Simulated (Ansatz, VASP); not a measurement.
Two plane-wave programs on W

```
CELL_PARAMETERS angstrom
-1.56790 1.56790 1.59178
1.56790 -1.56790 1.59178
1.56790 1.56790 -1.59178
ATOMIC_POSITIONS crystal
W 0.00000 0.00000 0.00000
```

Change from the starting cell: strain -0.015 along x and y, +0.000 along z, atoms carried along.

Alike in both runs: task single point; functional PBE; k mesh 26 × 26 × 26; occupations gaussian, width 0.15 eV; no spin polarisation.

|  | VASP | Ansatz |
| --- | --- | --- |
| version | VASP 6.6.1 | Ansatz 0.2.0 |
| potentials or method | VASP PAW PBE potentials, release 64 (W_sv), cutoff 520 eV | scalar-relativistic, plane waves, PAW |
| valence electrons in the cell | 14 | 14 |

VASP gave:

- gap on the k mesh at the Fermi level (eV): none
- pressure (GPa): 10.4
- traceless stress, the component that is largest in VASP (GPa): -3.36

Which values does Ansatz return?

gap on the k mesh at the Fermi level (eV): none; pressure (GPa): 9.8; traceless stress, the component that is largest in VASP (GPa): -3.37.

A gap of «none» marks a metal or a gap that the smearing closes. With one functional, cell and mesh, what is left measures potentials, basis and numerics.

Neither program's run includes spin-orbit coupling.
